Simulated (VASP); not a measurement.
A run of VASP 6.6.1 is set up as follows.

Contents of INCAR:

```
SYSTEM = Al6GeH2N6
PREC = Accurate
ENCUT = 520
EDIFF = 1E-6
ISMEAR = 0
SIGMA = 0.05
LREAL = Auto
LASPH = .True.
NELM = 60
ALGO = Normal
ISIF = 2
LWAVE = .False.
LCHARG = .False.
GGA = PS
NBANDS = 45
```

File KPOINTS:

```
Automatic mesh
0
Gamma
  2 2 1
  0 0 0
```

File POSCAR:

```
Al6GeH2N6
1.0
    5.4455680000      0.0000000000      0.0000000000
   -2.7227840000      5.2851960000      0.0000000000
    0.0000000000      0.0000000000     16.3239630000
Al N Ge H
6 6 1 2
Direct
    0.6666667279      0.0000000000      0.0612596341
    0.1978441974      0.5273991731      0.0924123021
    0.2682574213      0.0711786280      0.1211028229
    0.7135796120      0.5878308014      0.1705218886
    0.8324665484      0.1792357370      0.2301707618
    0.3054922327      0.7307850078      0.2511286016
    0.5621733846      0.6638364973      0.0799634868
    1.0051036144      0.1919796352      0.1191006743
    0.1003498886      0.7304222965      0.1544594288
    0.5369932483      0.2336785618      0.1977762385
    0.6863402188      0.8112929019      0.2603002102
    0.0132014887      0.4598696056      0.2992302788
    0.8460817948      0.6560053780      0.3400551079
    1.1465493724      0.8214410591      0.3718521660
    0.6286117794      0.5387809648      0.4072177204
```

Potentials or basis: VASP PAW PBE potentials, release 64 (Al, N, Ge_d, H).

Launch:

```bash
$ cat potpaw_PBE.64/Al/POTCAR potpaw_PBE.64/N/POTCAR potpaw_PBE.64/Ge_d/POTCAR potpaw_PBE.64/H/POTCAR > POTCAR
$ mpirun -np 1 vasp_std > vasp.out
```

Question: Estimate the largest force.

Answer: 1.316 eV/Å.

Question: Estimate the band gap on the k mesh.

Answer: 1.50 eV (least direct gap 1.59 eV).

Forces in eV/Å, atoms in the order of the input:
```
Al   0.175  0.093 -0.134
Al  -0.017 -0.017  0.018
Al  -0.007 -0.056  0.016
Al   0.063 -0.017 -0.016
Al   0.023 -0.057 -0.041
Al   0.088 -0.243  0.041
N    0.039 -0.014 -0.024
N   -0.030 -0.034 -0.029
N    0.032 -0.019 -0.008
N   -0.016  0.027  0.000
N    0.102 -0.068  0.056
N    0.011 -0.230 -0.074
Ge   0.101 -0.462 -0.078
H   -0.605  1.148  0.222
H    0.041 -0.051  0.052
```

Caveat: the k points lie up to 0.65 Å⁻¹ apart; the PAW data sets were made with another functional, which shifts forces and pressure a little.
